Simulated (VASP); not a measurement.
# Ta3SnO4 (Pm-3m) in VASP: relaxation of cell and atoms with PBE

Aim: the relaxation of cell and atoms of Ta3SnO4 with PBE.

Everything below comes from runs of VASP 6.6.1. Logs are shortened: lines on timing, memory, paths and dates and some standing lists are left out, and cuts for length are marked.

### Step 1. The cell of the first run

It takes space group Pm-3m (No. 221, cubic). The conventional cell has a = 4.638 Å, b = 4.638 Å, c = 4.638 Å, α = 90.00°, β = 90.00°, γ = 90.00°. Ta (site symmetry 4/mmm) has 6 O at 2.32 Å within 3.1 Å. Within 3.1 Å of Sn (site symmetry m-3m) lie 6 O at 2.32 Å. Within 3.1 Å of O (site symmetry 4/mmm) lie 4 Ta at 2.32 Å and 2 Sn at 2.32 Å. O (site symmetry m-3m) has 6 Ta at 2.32 Å within 3.1 Å.

### Step 2. Relaxation of cell and atoms, PBE

INCAR reads:

```
  ALGO = Normal
  EDIFF = 1E-6
  EDIFFG = -0.01
  ENCUT = 600
  GGA = PE
  IBRION = 2
  ISIF = 3
  ISMEAR = 0
  LASPH = T
  LCHARG = F
  LREAL = F
  LWAVE = F
  NELM = 100
  NSW = 100
  PREC = Accurate
  SIGMA = 0.1
```

KPOINTS reads:

```
k-points
0
Gamma
  8 8 8
```

POSCAR reads:

```
Ta3SnO4
1.0
    4.6381785622      0.0000000000      0.0000000000
    0.0000000000      4.6381785622      0.0000000000
    0.0000000000      0.0000000000      4.6381785622
Ta Sn O
3 1 4
Direct
    0.0000000000      0.5000000000      0.5000000000
    0.5000000000      0.0000000000      0.5000000000
    0.5000000000      0.5000000000      0.0000000000
    0.0000000000      0.0000000000      0.0000000000
    0.5000000000      0.0000000000      0.0000000000
    0.5000000000      0.5000000000      0.5000000000
    0.0000000000      0.0000000000      0.5000000000
    0.0000000000      0.5000000000      0.0000000000
```

Potentials or basis: VASP PAW PBE potentials, release 64 (Ta_pv, Sn_d, O).

On the command line:

```bash
$ cat potpaw_PBE.64/Ta_pv/POTCAR potpaw_PBE.64/Sn_d/POTCAR potpaw_PBE.64/O/POTCAR > POTCAR
$ mpirun -np 1 vasp_std > vasp.out
```

OUTCAR:

```text
EDIFF = 1E-6
   EDIFFG = -0.01
   ENCUT = 600
   GGA = PE
   IBRION = 2
   ISIF = 3
   ISMEAR = 0
   LASPH = T
   LREAL = F
   NELM = 100
   NSW = 100
   PREC = Accurate

 ion  position               nearest neighbor table
   1  0.000  0.500  0.500-   6 2.32   7 2.32   8 2.32   8 2.32   7 2.32   6 2.32   3 3.28   4 3.28
                             2 3.28   2 3.28   4 3.28   3 3.28   4 3.28   2 3.28   3 3.28   4 3.28
   2  0.500  0.000  0.500-   5 2.32   6 2.32   7 2.32   5 2.32   6 2.32   7 2.32   3 3.28   4 3.28
                             1 3.28   1 3.28   3 3.28   3 3.28   3 3.28   1 3.28   4 3.28   4 3.28
   3  0.500  0.500  0.000-   5 2.32   6 2.32   8 2.32   6 2.32   5 2.32   8 2.32   1 3.28   2 3.28
                             1 3.28   2 3.28   4 3.28   2 3.28   2 3.28   1 3.28   4 3.28   4 3.28
   4  0.000  0.000  0.000-   5 2.32   7 2.32   8 2.32   7 2.32   8 2.32   5 2.32   1 3.28   2 3.28
                             1 3.28   1 3.28   3 3.28   2 3.28   1 3.28   2 3.28   3 3.28   3 3.28
   5  0.500  0.000  0.000-   2 2.32   3 2.32   4 2.32   2 2.32   3 2.32   4 2.32
   6  0.500  0.500  0.500-   1 2.32   2 2.32   3 2.32   3 2.32   2 2.32   1 2.32
   7  0.000  0.000  0.500-   1 2.32   2 2.32   4 2.32   4 2.32   1 2.32   2 2.32
   8  0.000  0.500  0.000-   1 2.32   3 2.32   4 2.32   1 2.32   4 2.32   3 2.32

  LATTYP: Found a simple cubic cell.
 ALAT       =     4.6381785622

  Lattice vectors:

 A1 = (   4.6381785622,   0.0000000000,   0.0000000000)
 A2 = (   0.0000000000,   4.6381785622,   0.0000000000)
 A3 = (   0.0000000000,   0.0000000000,   4.6381785622)

Analysis of symmetry for initial positions (statically):
=====================================================================
 Subroutine PRICEL returns:
 Original cell was already a primitive cell.

 Routine SETGRP: Setting up the symmetry group for a
 simple cubic supercell.

 Subroutine GETGRP returns: Found 48 space group operations
 (whereof 48 operations were pure point group operations)
 out of a pool of 48 trial point group operations.

The static configuration has the point symmetry O_h .

Analysis of symmetry for dynamics (positions and initial velocities):
=====================================================================
 Subroutine PRICEL returns:
 Original cell was already a primitive cell.

 Routine SETGRP: Setting up the symmetry group for a
 simple cubic supercell.

 Subroutine GETGRP returns: Found 48 space group operations
 (whereof 48 operations were pure point group operations)
 out of a pool of 48 trial point group operations.

The dynamic configuration has the point symmetry O_h .

 Subroutine INISYM returns: Found 48 space group operations
 (whereof 48 operations are pure point group operations),
 and found     1 'primitive' translations

----------------------------------------------------------------------------------------

                                     Primitive cell

  volume of cell :      99.7797

  direct lattice vectors                    reciprocal lattice vectors
     4.638178562  0.000000000  0.000000000     0.215601876  0.000000000  0.000000000
     0.000000000  4.638178562  0.000000000     0.000000000  0.215601876  0.000000000
     0.000000000  0.000000000  4.638178562     0.000000000  0.000000000  0.215601876

  length of vectors
     4.638178562  4.638178562  4.638178562     0.215601876  0.215601876  0.215601876

  position of ions in fractional coordinates (direct lattice)
     0.000000000  0.500000000  0.500000000
     0.500000000  0.000000000  0.500000000
     0.500000000  0.500000000  0.000000000
     0.000000000  0.000000000  0.000000000
     0.500000000  0.000000000  0.000000000
     0.500000000  0.500000000  0.500000000
     0.000000000  0.000000000  0.500000000
     0.000000000  0.500000000  0.000000000

  ion indices of the primitive-cell ions
   primitive index   ion index
                 1           1
                 2           2
                 3           3
                 4           4
                 5           5
                 6           6
                 7           7
                 8           8

----------------------------------------------------------------------------------------

 KPOINTS: k-points

Automatic generation of k-mesh.
 Grid dimensions read from file:
 generate k-points for:    8    8    8

 Generating k-lattice:

  Cartesian coordinates                     Fractional coordinates (reciprocal lattice)
     0.026950235  0.000000000  0.000000000     0.125000000  0.000000000  0.000000000
     0.000000000  0.026950235  0.000000000     0.000000000  0.125000000  0.000000000
     0.000000000  0.000000000  0.026950235     0.000000000  0.000000000  0.125000000

  Length of vectors
     0.026950235  0.026950235  0.026950235

  Shift w.r.t. Gamma in fractional coordinates (k-lattice)
     0.000000000  0.000000000  0.000000000

 Subroutine IBZKPT returns following result:
 ===========================================

 Found     35 irreducible k-points:

 Following reciprocal coordinates:
            Coordinates               Weight
  0.000000  0.000000  0.000000      1.000000
  0.125000  0.000000  0.000000      6.000000
  0.250000  0.000000  0.000000      6.000000
  0.375000  0.000000  0.000000      6.000000
  0.500000  0.000000  0.000000      3.000000
  0.125000  0.125000  0.000000     12.000000
[... 16 lines left out ...]
  0.375000  0.375000  0.125000     24.000000
  0.500000  0.375000  0.125000     24.000000
 [... further k-points ...]
   k-points           NKPTS =     35   k-points in BZ     NKDIM =     35   number of bands    NBANDS=     42
   number of dos      NEDOS =    301   number of ions     NIONS =      8
   total plane-waves  NPLWV =  64000
   dimension x,y,z NGX =    40 NGY =   40 NGZ =   40
   dimension x,y,z NGXF=    80 NGYF=   80 NGZF=   80
   ions per type =               3   1   4
   NGX,Y,Z   is equivalent  to a cutoff of  14.34, 14.34, 14.34 a.u.
   NGXF,Y,Z  is equivalent  to a cutoff of  28.67, 28.67, 28.67 a.u.
 SYSTEM =  unknown system
   PREC   = accura    normal or accurate (medium, high low for compatibility)
   ISTART =      0    job   : 0-new  1-cont  2-samecut
   ICHARG =      2    charge: 1-file 2-atom 10-const
   ISPIN  =      1    spin polarized calculation?
   LNONCOLLINEAR =      F non collinear calculations
   LSORBIT =      F    spin-orbit coupling
   LASPH  =      T    aspherical Exc in radial PAW
   ENCUT  =  600.0 eV  44.10 Ry    6.64 a.u.   9.26  9.26  9.26*2*pi/ulx,y,z
   NELM   =    100;   NELMIN=  2; NELMDL= -5     # of ELM steps
   EDIFF  = 0.1E-05   stopping-criterion for ELM
   LREAL  =      F    real-space projection
   EDIFFG = -.1E-01   stopping-criterion for IOM
   NSW    =    100    number of steps for IOM
   IBRION =      2    ionic relax: 0-MD 1-quasi-New 2-CG
   NFREE  =      1    steps in history (QN), initial steepest desc. (CG)
   ISIF   =      3    stress and relaxation
   ISYM   =      2    0-nonsym 1-usesym 2-fastsym
   POTIM  = 0.5000    time-step for ionic-motion
   TEBEG  =    0.0;   TEEND  =   0.0 temperature during run
   PSTRESS=    0.0 pullay stress
   NELECT =      71.0000    total number of electrons
   NUPDOWN=      -1.0000    fix difference up-down
   EMIN   =  10.00;   EMAX   =-10.00  energy-range for DOS
   EFERMI =   0.00;   METHOD = LEGACY
   ISMEAR =     0;   SIGMA  =   0.10  broadening in eV -4-tet -1-fermi 0-gaus
   EFERMI_NEDOS =   21; number of points for ismear=-14 and -15
   IALGO  =     38    algorithm
   IMIX   =      4    mixing-type and parameters
     AMIX     =   0.40;   BMIX     =  1.00
     AMIX_MAG =   1.60;   BMIX_MAG =  1.00
  volume/ion in A,a.u.               =      12.47        84.17
  Fermi-wavevector in a.u.,A,eV,Ry     =   1.461549  2.761928 29.063765  2.136126
  Thomas-Fermi vector in A             =   2.577868
   LORBIT       =      0    0 simple, 1 ext, 2 COOP (PROOUT), +10 PAW based schemes
   GGA     = PE    functional components
   LHFCALC =     F    Hartree Fock is set to
   AEXX    =    0.0000 exact exchange contribution
   IVDW    =     0    specifies the selected vdW correction
   LEPSILON=     F    determine dielectric tensor
   LRPA    =     F    only Hartree local field effects (RPA)
 conjugate gradient relaxation of ions
 non-spin polarized calculation
 Gauss-broadening in eV      SIGMA  =   0.10
  energy-cutoff  :      600.00
  volume of cell :       99.78
 maximum number of plane-waves:      3362
 NGX is ok and might be reduce to    40
   NGX = 19   NGY = 19   NGZ = 19

 number of electron      70.9999998 magnetization

 Free energy of the ion-electron system (eV)
  ---------------------------------------------------
  ext. energy  EPLUGINS =         0.00000000
  ---------------------------------------------------
  free energy    TOTEN  =       -63.77059643 eV

  energy without entropy =      -63.73768094  energy(sigma->0) =      -63.75413869

 E-fermi :   8.8961     XC(G=0): -12.4856

 val. band max:        8.8718819442   @ k =   0.2500   0.2500   0.0000
 cond. band min:       8.9142971800   @ k =   0.2500   0.0000   0.0000
 fundamental gap:      0.0424152358
 Fermi energy:         8.8961415354

 k-point     1 :       0.0000    0.0000    0.0000
  band No.  band energies     occupation
      1     -27.3997      2.00000
      2     -27.3997      2.00000
      3     -27.3997      2.00000
      4     -27.1987      2.00000
      5     -27.1987      2.00000
      6     -27.1987      2.00000
[... 34 lines left out ...]
     41      10.3202      0.00000
     42      10.3225      0.00000

 k-point     2 :       0.1250    0.0000    0.0000
  band No.  band energies     occupation
      1     -27.3938      2.00000
      2     -27.3938      2.00000
      3     -27.3920      2.00000
      4     -27.2014      2.00000
      5     -27.2004      2.00000
      6     -27.2004      2.00000
[... 34 lines left out ...]
     41      10.3108      0.00000
     42      10.4405      0.00000

 k-point     3 :       0.2500    0.0000    0.0000
  band No.  band energies     occupation
      1     -27.3782      2.00000
      2     -27.3782      2.00000
      3     -27.3692      2.00000
      4     -27.2078      2.00000
      5     -27.2062      2.00000
      6     -27.2062      2.00000
[... 34 lines left out ...]
     41      10.4042      0.00000
     42      10.7080      0.00000

 k-point     4 :       0.3750    0.0000    0.0000
  band No.  band energies     occupation
      1     -27.3599      2.00000
      2     -27.3599      2.00000
      3     -27.3323      2.00000
      4     -27.2204      2.00000
      5     -27.2153      2.00000
      6     -27.2153      2.00000
[... 844 lines left out ...]
     41      10.5602      0.00000
     42      10.6784      0.00000

 k-point    23 :       0.3750    0.3750    0.1250
  band No.  band energies     occupation
      1     -27.4571      2.00000
      2     -27.3584      2.00000
      3     -27.2907      2.00000
      4     -27.2867      2.00000
      5     -27.2523      2.00000
      6     -27.1928      2.00000
[... 34 lines left out ...]
     41      10.2129      0.00000
     42      10.4107      0.00000

 k-point    24 :       0.5000    0.3750    0.1250
  band No.  band energies     occupation
      1     -27.4627      2.00000
      2     -27.3714      2.00000
      3     -27.2870      2.00000
      4     -27.2862      2.00000
      5     -27.2539      2.00000
      6     -27.1744      2.00000
[... 34 lines left out ...]
     41      10.0145      0.00000
     42      10.4264      0.00000

 [... further k-points ...]

------------------------ aborting loop because EDIFF is reached ----------------------------------------

  FORCE on cell =-STRESS in cart. coord.  units (eV):
  Direction    XX          YY          ZZ          XY          YZ          ZX
  --------------------------------------------------------------------------------------
  -------------------------------------------------------------------------------------
  Total       -0.0381543     -0.0381543     -0.0381543     -0.0000000     -0.0000000     -0.0000000
  in kB       -0.6126492     -0.6126492     -0.6126492     -0.0000000     -0.0000000     -0.0000000
  external PRESSURE =      -0.6126492 kB  Pullay stress =       0.0000000 kB

 VOLUME and BASIS-vectors are now :
 -----------------------------------------------------------------------------
  energy-cutoff  :      600.00
  volume of cell :       99.78
      direct lattice vectors                 reciprocal lattice vectors
     4.638178562  0.000000000  0.000000000     0.215601876  0.000000000  0.000000000
     0.000000000  4.638178562  0.000000000     0.000000000  0.215601876  0.000000000
     0.000000000  0.000000000  4.638178562     0.000000000  0.000000000  0.215601876

 POSITION                                       TOTAL-FORCE (eV/Angst)
 -----------------------------------------------------------------------------------
      0.00000      2.31909      2.31909         0.000000      0.000000      0.000000
      2.31909      0.00000      2.31909         0.000000      0.000000      0.000000
      2.31909      2.31909      0.00000         0.000000      0.000000      0.000000
      0.00000      0.00000      0.00000         0.000000      0.000000      0.000000
      2.31909      0.00000      0.00000         0.000000      0.000000      0.000000
      2.31909      2.31909      2.31909         0.000000      0.000000      0.000000
      0.00000      0.00000      2.31909         0.000000      0.000000      0.000000
      0.00000      2.31909      0.00000         0.000000      0.000000      0.000000
 -----------------------------------------------------------------------------------
    total drift:                                0.000000      0.000000     -0.000000

  FREE ENERGIE OF THE ION-ELECTRON SYSTEM (eV)
  ---------------------------------------------------
  free  energy   TOTEN  =       -63.7705964304 eV

  energy  without entropy=      -63.7376809418  energy(sigma->0) =      -63.75413869

 reached required accuracy - stopping structural energy minimisation
```

It took 4.5 min on 1 thread of AMD EPYC 9755, shared host; peak memory 0.3 GiB.

What came out:

```
Free energy             : -63.7706 eV
Pressure after relaxing : -0.1 GPa
```

Final structure:
```yaml
crystal:
  lattice:
    - [4.63818, 0.00000, 0.00000]
    - [0.00000, 4.63818, 0.00000]
    - [0.00000, 0.00000, 4.63818]
  atoms:
    - { symbol: Ta, position: [0.00000, 0.50000, 0.50000] }
    - { symbol: Ta, position: [0.50000, 0.00000, 0.50000] }
    - { symbol: Ta, position: [0.50000, 0.50000, 0.00000] }
    - { symbol: Sn, position: [0.00000, 0.00000, 0.00000] }
    - { symbol: O, position: [0.50000, 0.00000, 0.00000] }
    - { symbol: O, position: [0.50000, 0.50000, 0.50000] }
    - { symbol: O, position: [0.00000, 0.00000, 0.50000] }
    - { symbol: O, position: [0.00000, 0.50000, 0.00000] }
```

Caveat: the relaxation stopped at its first step, so nothing moved; spin-orbit coupling is left out, which moves the levels of the heavy elements; an odd number of electrons without spin polarisation forces a metal; a magnetic or distorted state may lie lower.
